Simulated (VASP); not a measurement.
Here is a VASP 6.6.1 calculation.

Contents of INCAR:

```
SYSTEM = Ni
PREC = Accurate
ENCUT = 520
EDIFF = 1E-6
ISMEAR = -1
SIGMA = 0.06122561905347299
LREAL = .False.
LASPH = .True.
NELM = 100
ALGO = Normal
ISIF = 2
LWAVE = .False.
LCHARG = .False.
GGA = PE
NBANDS = 11
```

File KPOINTS:

```
Automatic mesh
0
Gamma
  53 53 53
  0 0 0
```

Contents of POSCAR:

```
Ni
1.0
    0.0000000000      1.7206339373      1.7206339373
    1.7206339373      0.0000000000      1.7206339373
    1.7206339373      1.7206339373      0.0000000000
Ni
1
Direct
    0.0000000000      0.0000000000      0.0000000000
```

Potentials or basis: VASP PAW PBE potentials, release 64 (Ni).

Launch:

```console
$ cat potpaw_PBE.64/Ni/POTCAR > POTCAR
$ mpirun -np 1 vasp_std > vasp.out
```

Estimate the pressure.

14.3 GPa.

Predict the band gap on the k mesh.

zero (bands 5 and 6 overlap by 1.07 eV).

Caveat: the cell stands under pressure; the run has no spin polarisation, though such a crystal can be magnetic. Spin polarisation is off, so any magnetic state and its effect on volume and gap are missing.
